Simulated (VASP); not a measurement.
# FePt (P6_3/mmc) in VASP: further runs, part 2 of 2

VASP 6.6.1.

### Step 4. Relaxation of cell and atoms, PBE, collinear spin, ferromagnetic start

Input file INCAR:

```
SYSTEM = FePt
PREC = Accurate
ENCUT = 600
EDIFF = 1E-6
ISMEAR = 0
SIGMA = 0.1
LREAL = .False.
LASPH = .True.
NELM = 150
ALGO = Fast
ISIF = 3
LWAVE = .False.
LCHARG = .False.
ISPIN = 2
MAGMOM = 4 4 0 0
LORBIT = 11
LMAXMIX = 4
GGA = PE
IBRION = 2
NSW = 90
EDIFFG = -0.04
```

Input file KPOINTS:

```
Automatic mesh
0
Gamma
  6 6 4
  0 0 0
```

Input file POSCAR:

```
FePt
1.0
    3.6749996300      0.0000000000      0.0000000000
   -1.8374998100      3.1826430400      0.0000000000
    0.0000000000      0.0000000000      4.8530916600
Fe Pt
2 2
Direct
    0.0000000000      0.0000000000      0.2500000000
    0.0000000000      0.0000000000      0.7500000000
    0.3333333300      0.6666666700      0.7500000000
    0.6666666700      0.3333333300      0.2500000000
```

Potentials or basis: VASP PAW PBE potentials, release 64 (Fe, Pt).

The run is started by

```
$ cat potpaw_PBE.64/Fe/POTCAR potpaw_PBE.64/Pt/POTCAR > POTCAR
$ mpirun -np 1 vasp_std > vasp.out
```

OUTCAR:

```text
SYSTEM = FePt
   PREC = Accurate
   ENCUT = 600
   EDIFF = 1E-6
   ISMEAR = 0
   LREAL = .False.
   LASPH = .True.
   NELM = 150
   ISIF = 3
   ISPIN = 2
   LORBIT = 11
   GGA = PE
   IBRION = 2
   NSW = 90
   EDIFFG = -0.04

 ion  position               nearest neighbor table
   1  0.000  0.000  0.250-   4 2.12   4 2.12   4 2.12   2 2.43   2 2.43   3 3.22   3 3.22   3 3.22
                             3 3.22   3 3.22   3 3.22
   2  0.000  0.000  0.750-   3 2.12   3 2.12   3 2.12   1 2.43   1 2.43   4 3.22   4 3.22   4 3.22
                             4 3.22   4 3.22   4 3.22
   3  0.333  0.667  0.750-   2 2.12   2 2.12   2 2.12   1 3.22   1 3.22   4 3.22   4 3.22   4 3.22
                             4 3.22   1 3.22   1 3.22   1 3.22   1 3.22   4 3.22   4 3.22
   4  0.667  0.333  0.250-   1 2.12   1 2.12   1 2.12   2 3.22   2 3.22   3 3.22   3 3.22   3 3.22
                             3 3.22   2 3.22   2 3.22   2 3.22   2 3.22   3 3.22   3 3.22

  LATTYP: Found a hexagonal cell.
 ALAT       =     3.6749996300
 C/A-ratio  =     1.3205692921

  Lattice vectors:

 A1 = (   3.6749996300,   0.0000000000,   0.0000000000)
 A2 = (  -1.8374998100,   3.1826430400,   0.0000000000)
 A3 = (   0.0000000000,   0.0000000000,   4.8530916600)

Analysis of symmetry for initial positions (statically):
=====================================================================
 Subroutine PRICEL returns:
 Original cell was already a primitive cell.

 Routine SETGRP: Setting up the symmetry group for a
 hexagonal supercell.

 Subroutine GETGRP returns: Found 24 space group operations
 (whereof 12 operations were pure point group operations)
 out of a pool of 24 trial point group operations.

The static configuration has the point symmetry D_3d.
 The point group associated with its full space group is D_6h.

Analysis of symmetry for dynamics (positions and initial velocities):
=====================================================================
 Subroutine PRICEL returns:
 Original cell was already a primitive cell.

 Routine SETGRP: Setting up the symmetry group for a
 hexagonal supercell.

 Subroutine GETGRP returns: Found 24 space group operations
 (whereof 12 operations were pure point group operations)
 out of a pool of 24 trial point group operations.

The dynamic configuration has the point symmetry D_3d.
[... 164 lines left out ...]
  free energy    TOTEN  =       -22.86727909 eV

  energy without entropy =      -22.85196210  energy(sigma->0) =      -22.85962060

------------------------ aborting loop because EDIFF is reached ----------------------------------------

  FORCE on cell =-STRESS in cart. coord.  units (eV):
  Direction    XX          YY          ZZ          XY          YZ          ZX
  --------------------------------------------------------------------------------------
  -------------------------------------------------------------------------------------
  Total       30.4649725     30.4649726     -2.2582395      0.0000000      0.0000000      0.0000000
  in kB      859.8994047    859.8994055    -63.7407050      0.0000014      0.0000000      0.0000000
  external PRESSURE =     552.0193684 kB  Pullay stress =       0.0000000 kB
[... 27 lines left out ...]
 number of electron      35.9999985 magnetization      10.2980649

 number of electron      35.9999985 magnetization       7.3309366

 E-fermi :   2.0084     XC(G=0):  -9.6063

 val. band max:        2.0081022465   @ k =   0.3333   0.3333   0.2500
 cond. band min:       2.0092630997   @ k =   0.1667   0.1667   0.0000
 fundamental gap:      0.0011608531
 Fermi energy:         2.0083773855

 spin component 1

 k-point     1 :       0.0000    0.0000    0.0000
  band No.  band energies     occupation
      1      -3.4642      1.00000
      2      -1.9062      1.00000
      3      -1.5835      1.00000
      4      -1.5835      1.00000
      5      -1.1403      1.00000
      6      -1.1403      1.00000
[... 1399 lines left out ...]
--------------------------------------- Ionic step        7  -------------------------------------------

 number of electron      35.9999986 magnetization       6.6274879

 Free energy of the ion-electron system (eV)
  ---------------------------------------------------
  ext. energy  EPLUGINS =         0.00000000
  ---------------------------------------------------
  free energy    TOTEN  =       -26.21757629 eV

  energy without entropy =      -26.19954218  energy(sigma->0) =      -26.20855923

 E-fermi :   6.0838     XC(G=0): -11.7504

 val. band max:        6.0635867393   @ k =   0.5000   0.0000   0.2500
 cond. band min:       6.1024699214   @ k =   0.3333   0.0000   0.0000
 fundamental gap:      0.0388831821
 Fermi energy:         6.0837584491

 spin component 1

 k-point     1 :       0.0000    0.0000    0.0000
  band No.  band energies     occupation
      1      -1.8775      1.00000
      2       1.1709      1.00000
      3       1.6416      1.00000
      4       1.6416      1.00000
      5       1.6778      1.00000
      6       2.3147      1.00000
[... 1241 lines left out ...]
  FREE ENERGIE OF THE ION-ELECTRON SYSTEM (eV)
  ---------------------------------------------------
  free  energy   TOTEN  =       -26.2175762873 eV

  energy  without entropy=      -26.1995421752  energy(sigma->0) =      -26.20855923

 reached required accuracy - stopping structural energy minimisation

 total charge

# of ion       s       p       d       tot
------------------------------------------
    1        0.495   0.464   6.237   7.197
    2        0.495   0.464   6.237   7.197
    3        0.684   0.375   8.070   9.129
    4        0.684   0.375   8.070   9.129
--------------------------------------------------
tot          2.358   1.678  28.615  32.651

 magnetization (x)

# of ion       s       p       d       tot
------------------------------------------
    1        0.017   0.016   2.775   2.807
    2        0.017   0.016   2.775   2.807
    3       -0.023  -0.008   0.467   0.436
    4       -0.023  -0.008   0.467   0.436
--------------------------------------------------
tot         -0.012   0.015   6.482   6.485
```

OSZICAR:

```text
N       E                     dE             d eps       ncg     rms          rms(c)
DAV:   1     0.312047584710E+03    0.31205E+03   -0.18531E+04  2184   0.179E+03
[... 97 lines left out ...]
RMM:   4    -0.262190075839E+02    0.91540E-03   -0.11778E-02  2187   0.109E+00    0.502E-01
RMM:   5    -0.262178992294E+02    0.11084E-02   -0.21769E-03  2197   0.445E-01    0.243E-01
RMM:   6    -0.262175627821E+02    0.33645E-03   -0.20581E-03  2200   0.446E-01    0.856E-02
RMM:   7    -0.262175633355E+02   -0.55334E-06   -0.38378E-04  2208   0.161E-01    0.378E-02
RMM:   8    -0.262175739396E+02   -0.10604E-04   -0.12879E-04  2239   0.817E-02    0.313E-02
RMM:   9    -0.262175770785E+02   -0.31389E-05   -0.31149E-05  2323   0.384E-02    0.148E-02
RMM:  10    -0.262175762873E+02    0.79116E-06   -0.81774E-06  2092   0.214E-02
   7 F= -.26217576E+02 E0= -.26208559E+02  d E =-.175898E+00  mag=     6.6274
```

It took 11 min on 1 thread of Intel Xeon 6975P-C, shared host; peak memory 0.26 GiB.

Results:

```
Free energy                                           : -26.2176 eV
Relaxed volume                                        : 16.91 Å³/atom
Relaxed cell                                          : a = 4.172 Å, b = 4.172 Å, c = 4.487 Å, α = 90.00°, β = 90.00°, γ = 120.00°
Space group after relaxing (to 0.05 Å)                : P6_3/mmc (No. 194)
Energy gained by relaxing                             : 837.6 meV/atom
Ionic steps                                           : 7
Pressure after relaxing                               : -0.3 GPa
Net moment                                            : 6.63 μB per cell
Site moments                                          : Fe +2.81; Pt +0.44 μB
Valence electrons inside the program's atomic spheres : Fe 7.20; Pt 9.13
```

Step by step:
| step | energy change (eV) | largest force (eV/Å) | pressure (GPa) | volume (Å³) |
| --- | --- | --- | --- | --- |
| 1 | 0.0000 | 0.0000 | 55.20 | 56.76 |
| 2 | 0.6258 | 0.0000 | -18.72 | 103.25 |
| 3 | -3.1489 | 0.0000 | -6.83 | 73.89 |
| 4 | -3.1702 | 0.0000 | -5.21 | 72.79 |
| 5 | -3.1744 | 0.0000 | -3.99 | 72.03 |
| 6 | -3.3415 | 0.0000 | -1.13 | 68.55 |
| 7 | -3.3503 | 0.0000 | -0.26 | 67.66 |

Final structure:
```
Fe Pt
1.0
     4.17250    0.00000    0.00000
    -2.08625    3.61349    0.00000
     0.00000    0.00000    4.48733
Fe Pt
2 2
Direct
  0.00000 0.00000 0.25000
  0.00000 0.00000 0.75000
  0.33333 0.66667 0.75000
  0.66667 0.33333 0.25000
```

Levels at points of the mesh, in eV from the Fermi level:
Spin up:
```
           k point  band 19  band 20  band 21  band 22  band 23  band 24  band 25  band 26
(0.00, 0.00, 0.00)    -1.04    -1.04    -0.27     0.39     3.88     6.97     6.97     7.50
(0.50, 0.00, 0.00)    -0.83    -0.73    -0.16     0.24     1.57     4.12     5.38     6.64
(0.00, 0.00, 0.50)    -1.46    -1.46    -1.46    -1.46     7.75     7.75     7.75     7.75
(0.50, 0.00, 0.50)    -0.95    -0.95    -0.70    -0.70     1.02     1.02     5.31     5.31
```
Spin down:
```csv
k point,band 13,band 14,band 15,band 16,band 17,band 18
"(0.00, 0.00, 0.00)",-0.93,-0.93,0.22,0.22,0.32,0.32
"(0.50, 0.00, 0.00)",-1.20,-0.42,0.09,1.04,1.07,1.11
"(0.00, 0.00, 0.50)",-0.19,-0.19,-0.19,-0.19,-0.18,-0.18
"(0.50, 0.00, 0.50)",-0.57,-0.57,0.02,0.02,0.83,0.83
```

Caveat: the volume moved by over 15 % at a fixed basis, so the end points are rough; spin-orbit coupling is left out, which moves the levels of the heavy elements.

### Step 5. Overview

| task | cell | cutoff (eV) | gap on the mesh (eV) | pressure (GPa) | moment (μB) |
| --- | --- | --- | --- | --- | --- |
| single point | a = 3.675, b = 3.675, c = 4.853 Å, angles 90.0, 90.0, 120.0°, 4 atoms | 520 | none | 55.2 | 5.22 |
| single point | a = 4.172, b = 4.172, c = 4.493 Å, angles 90.0, 90.0, 120.0°, 4 atoms | 520 | none | -0.4 | 6.63 |
| relaxation of cell and atoms | relaxed from a = 3.675, b = 3.675, c = 4.853 Å, angles 90.0, 90.0, 120.0°, 4 atoms | 600 | none | -0.3 | 6.63 |

Alike in all rows: level PBE; potentials or basis VASP PAW PBE potentials, release 64 (Fe, Pt); spin collinear, ferromagnetic start; k mesh 6 × 6 × 4; smearing gaussian 0.1 eV.

Caveats: spin-orbit coupling is left out, which moves the levels of the heavy elements; the volume moved by over 15 % at a fixed basis, so the end points are rough (some runs).

Total energies depend on the potentials used, so only differences within one code and one set of settings carry meaning.
